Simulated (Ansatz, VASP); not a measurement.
## Two plane-wave programs on ZnS

```
CELL_PARAMETERS angstrom
3.84407 0.00000 0.00000
-1.92203 3.32906 0.00000
0.00000 0.00000 6.43074
ATOMIC_POSITIONS crystal
Zn 0.33333 0.66667 0.00170
Zn 0.66667 0.33333 0.50170
S 0.33333 0.66667 0.37330
S 0.66667 0.33333 0.87330
```

Change from the starting cell: strain along c alone, the other axes held, atoms relaxed: +2.0 %.

Alike in both runs: functional PBE; k mesh 12 × 12 × 4; occupations gaussian, width 0.02 eV; no spin polarisation.

Ansatz relaxed the structure, and its values are those at the end. VASP's run is a single point on that final structure, the one shown.

```csv
,VASP,Ansatz
version,VASP 6.6.1,Ansatz 0.2.0
potentials or method,"VASP PAW PBE potentials, release 64 (Zn, S), cutoff 520 eV","scalar-relativistic, plane waves, PAW"
valence electrons in the cell,36,36
```

```tsv
	VASP	Ansatz	Ansatz less VASP
gap on the k mesh at the Fermi level (eV)	1.94	1.94	-0.002
least direct gap on the mesh (eV)	1.94	1.94	-0.002
pressure (GPa)	-1.2	-1.3	-0.13
```

Ansatz's warnings: stress scf threshold loose.
